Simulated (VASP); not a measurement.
Pb, 1 atom in the cell. The structure is cubic, space group Im-3m (No. 229). The conventional cell has a = 4.220 Å, b = 4.220 Å, c = 4.220 Å, α = 90.00°, β = 90.00°, γ = 90.00°. Within 4.8 Å of Pb (site symmetry m-3m) lie 14 Pb at 3.65 to 4.22 Å. This isn't the form of Pb at room conditions, which is fcc.

| Item | Value |
| --- | --- |
| Program | VASP 6.6.1 |
| Task | single point |
| Functional | BLYP |
| Potentials or basis | VASP PAW PBE potentials, release 64 (Pb_d) |
| Cutoff | 520 eV |
| k mesh | 12 × 12 × 12 |
| Occupations | fermi-dirac, width 0.1 eV |
| Spin | no spin polarisation |
| Dipole correction | no |
| Further INCAR settings | ALGO = Normal; EDIFF = 1e-07; NBANDS = 13 |

Potentials or basis: VASP PAW PBE potentials, release 64 (Pb_d).

The run is started by

```bash
$ cat potpaw_PBE.64/Pb_d/POTCAR > POTCAR
$ mpirun -np 1 vasp_std > vasp.out
```

Hardware: 1 thread of Intel Xeon 8259CL (shared host).

Estimate the wall time of this run.

Wall time 46 s on 1 thread of Intel Xeon 8259CL, on a shared host, peak memory 0.18 GiB. Counts: scf iterations 11, k points 72.
